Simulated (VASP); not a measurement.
# SnO2 (Fm-3m) in VASP: further runs, part 2 of 2

VASP 6.6.1. The steps go on from the part before.

## 3. Single point, PBEsol

This run uses another cell than the first one, of 10.69 Å³/atom, 0.887 times its volume.

INCAR

```
PREC = Accurate
ENCUT = 520
EDIFF = 1E-6
ISMEAR = -1
SIGMA = 0.05
LREAL = False
LASPH = True
NELM = 60
ALGO = Normal
ISIF = 2
LWAVE = False
LCHARG = False
GGA = PS
NBANDS = 20
```

KPOINTS

```
Automatic mesh
0
Gamma
  9 9 9
```

POSCAR

```
SnO2
1.0
    0.0000000000      2.5216015818      2.5216015818
    2.5216015818      0.0000000000      2.5216015818
    2.5216015818      2.5216015818      0.0000000000
Sn O
1 2
Direct
    0.0000000000      0.0000000000      0.0000000000
    0.7500000000      0.7500000000      0.7500000000
    0.2500000000      0.2500000000      0.2500000000
```

Potentials or basis: VASP PAW PBE potentials, release 64 (Sn_d, O).

Command:

```
cat potpaw_PBE.64/Sn_d/POTCAR potpaw_PBE.64/O/POTCAR > POTCAR
mpirun -np 1 vasp_std > vasp.out
```

OUTCAR:

```text
PREC = Accurate
   ENCUT = 520
   EDIFF = 1E-6
   ISMEAR = -1
   LREAL = False
   LASPH = True
   NELM = 60
   ISIF = 2
   GGA = PS

 ion  position               nearest neighbor table
   1  0.000  0.000  0.000-   2 2.18   2 2.18   2 2.18   2 2.18   3 2.18   3 2.18   3 2.18   3 2.18

   2  0.750  0.750  0.750-   1 2.18   1 2.18   1 2.18   1 2.18
   3  0.250  0.250  0.250-   1 2.18   1 2.18   1 2.18   1 2.18

  LATTYP: Found a face centered cubic cell.
 ALAT       =     5.0432031636

  Lattice vectors:

 A1 = (   0.0000000000,   2.5216015818,   2.5216015818)
 A2 = (   2.5216015818,   0.0000000000,   2.5216015818)
 A3 = (   2.5216015818,   2.5216015818,   0.0000000000)

Analysis of symmetry for initial positions (statically):
=====================================================================
 Subroutine PRICEL returns:
 Original cell was already a primitive cell.

 Routine SETGRP: Setting up the symmetry group for a
 face centered cubic supercell.

 Subroutine GETGRP returns: Found 48 space group operations
 (whereof 48 operations were pure point group operations)
 out of a pool of 48 trial point group operations.

The static configuration has the point symmetry O_h .

Analysis of symmetry for dynamics (positions and initial velocities):
=====================================================================
 Subroutine PRICEL returns:
 Original cell was already a primitive cell.

 Routine SETGRP: Setting up the symmetry group for a
 face centered cubic supercell.

 Subroutine GETGRP returns: Found 48 space group operations
 (whereof 48 operations were pure point group operations)
 out of a pool of 48 trial point group operations.

The dynamic configuration has the point symmetry O_h .

 Subroutine INISYM returns: Found 48 space group operations
 (whereof 48 operations are pure point group operations),
[... 111 lines left out ...]
   EMIN   =  10.00;   EMAX   =-10.00  energy-range for DOS
   EFERMI =   0.00;   METHOD = LEGACY
   ISMEAR =    -1;   SIGMA  =   0.05  broadening in eV -4-tet -1-fermi 0-gaus
   EFERMI_NEDOS =   21; number of points for ismear=-14 and -15
   IALGO  =     38    algorithm
   IMIX   =      4    mixing-type and parameters
     AMIX     =   0.40;   BMIX     =  1.00
     AMIX_MAG =   1.60;   BMIX_MAG =  1.00
  volume/ion in A,a.u.               =      10.69        72.13
  Fermi-wavevector in a.u.,A,eV,Ry     =   1.526556  2.884773 31.706663  2.330374
  Thomas-Fermi vector in A             =   2.634573
   LORBIT       =      0    0 simple, 1 ext, 2 COOP (PROOUT), +10 PAW based schemes
   GGA     = PS    functional components
   LHFCALC =     F    Hartree Fock is set to
   AEXX    =    0.0000 exact exchange contribution
   IVDW    =     0    specifies the selected vdW correction
   LEPSILON=     F    determine dielectric tensor
   LRPA    =     F    only Hartree local field effects (RPA)
 non-spin polarized calculation
  energy-cutoff  :      520.00
  volume of cell :       32.07
 maximum number of plane-waves:       889
   NGX = 13   NGY = 13   NGZ = 13

 number of electron      25.9999995 magnetization

 Free energy of the ion-electron system (eV)
  ---------------------------------------------------
  ext. energy  EPLUGINS =         0.00000000
  ---------------------------------------------------
  free energy    TOTEN  =       -19.15737530 eV

  energy without entropy =      -19.15722318  energy(sigma->0) =      -19.15729924

 E-fermi :   8.3424     XC(G=0): -12.2792

 val. band max:        8.0223805816   @ k =  -0.3333   0.4444   0.2222
 cond. band min:       8.4523297971   @ k =   0.0000   0.0000   0.0000
 fundamental gap:      0.4299492155
 Fermi energy:         8.3423584579

 k-point     1 :       0.0000    0.0000    0.0000
  band No.  band energies     occupation
      1     -12.3449      2.00000
      2     -12.3449      2.00000
      3     -12.3449      2.00000
      4     -12.1667      2.00000
      5     -12.1667      2.00000
      6     -11.7388      2.00000
[... 541 lines left out ...]
     19      25.0921      0.00000
     20      26.1005      0.00000

 [... further k-points ...]

------------------------ aborting loop because EDIFF is reached ----------------------------------------

  FORCE on cell =-STRESS in cart. coord.  units (eV):
  Direction    XX          YY          ZZ          XY          YZ          ZX
  --------------------------------------------------------------------------------------
  -------------------------------------------------------------------------------------
  Total        1.2100008      1.2100008      1.2100008     -0.0000000     -0.0000000      0.0000000
  in kB       60.4556431     60.4556431     60.4556431     -0.0000000     -0.0000000      0.0000000
  external PRESSURE =      60.4556431 kB  Pullay stress =       0.0000000 kB

 VOLUME and BASIS-vectors are now :
 -----------------------------------------------------------------------------
  energy-cutoff  :      520.00
  volume of cell :       32.07
      direct lattice vectors                 reciprocal lattice vectors
     0.000000000  2.521601582  2.521601582    -0.198286678  0.198286678  0.198286678
     2.521601582  0.000000000  2.521601582     0.198286678 -0.198286678  0.198286678
     2.521601582  2.521601582  0.000000000     0.198286678  0.198286678 -0.198286678

 POSITION                                       TOTAL-FORCE (eV/Angst)
 -----------------------------------------------------------------------------------
      0.00000      0.00000      0.00000        -0.000000      0.000000      0.000000
      3.78240      3.78240      3.78240         0.000000     -0.000000     -0.000000
      1.26080      1.26080      1.26080         0.000000     -0.000000      0.000000
 -----------------------------------------------------------------------------------
    total drift:                                0.000000     -0.000000      0.000000

  FREE ENERGIE OF THE ION-ELECTRON SYSTEM (eV)
  ---------------------------------------------------
  free  energy   TOTEN  =       -19.1573753010 eV

  energy  without entropy=      -19.1572231819  energy(sigma->0) =      -19.15729924
```

OSZICAR:

```text
N       E                     dE             d eps       ncg     rms          rms(c)
DAV:   1     0.237186882517E+03    0.23719E+03   -0.13649E+04  1544   0.206E+03
DAV:   2     0.286215492408E+01   -0.23432E+03   -0.22289E+03  1484   0.492E+02
DAV:   3    -0.213611759142E+02   -0.24223E+02   -0.23945E+02  1580   0.134E+02
DAV:   4    -0.219973929085E+02   -0.63622E+00   -0.63570E+00  1572   0.224E+01
DAV:   5    -0.220106714697E+02   -0.13279E-01   -0.13278E-01  1768   0.338E+00    0.103E+01
DAV:   6    -0.191829685924E+02    0.28277E+01   -0.94298E+00  2160   0.548E+01    0.391E+00
DAV:   7    -0.191836140404E+02   -0.64545E-03   -0.56561E-01  1496   0.535E+00    0.192E+00
DAV:   8    -0.191593942982E+02    0.24220E-01   -0.58546E-02  1572   0.234E+00    0.331E-01
DAV:   9    -0.191570819615E+02    0.23123E-02   -0.87382E-03  2164   0.155E+00    0.739E-02
DAV:  10    -0.191573746445E+02   -0.29268E-03   -0.94513E-04  1524   0.347E-01    0.179E-02
DAV:  11    -0.191573750856E+02   -0.44110E-06   -0.34829E-05  1896   0.958E-02    0.129E-02
DAV:  12    -0.191573753010E+02   -0.21546E-06   -0.37770E-06  1512   0.175E-02
   1 F= -.19157375E+02 E0= -.19157299E+02  d E =-.152119E-03
```

stdout:

```text
POSCAR found type information on POSCAR SnO
 POSCAR found :  2 types and       3 ions
 scaLAPACK will be used
 -----------------------------------------------------------------------------
|                                                                             |
|                                                                             |
|     You enforced a specific xc type in the INCAR file but a different       |
|     I HOPE YOU KNOW WHAT YOU ARE DOING!                                     |
|                                                                             |
 -----------------------------------------------------------------------------

 LDA part: xc-table for (Slater+PW92), standard interpolation
 POSCAR, INCAR and KPOINTS ok, starting setup
 FFT: planning ... GRIDC
 FFT: planning ... GRID_SOFT
 FFT: planning ... GRID
 WAVECAR not read
 entering main loop
```

It took 17 s on 1 thread of Intel Xeon 6975P-C, shared host; peak memory 0.17 GiB.

Results:

```yaml
Free_energy: -19.1574 eV
Pressure: 6.0 GPa
Band_gap_on_the_k_mesh: 0.43 eV, indirect (least direct gap 1.79 eV)
```

Caveat: the PAW data sets were made with another functional, which shifts forces and pressure a little; spin-orbit coupling is left out, which moves the levels of the heavy elements. As with any semilocal functional, this PBEsol gap is likely too small.
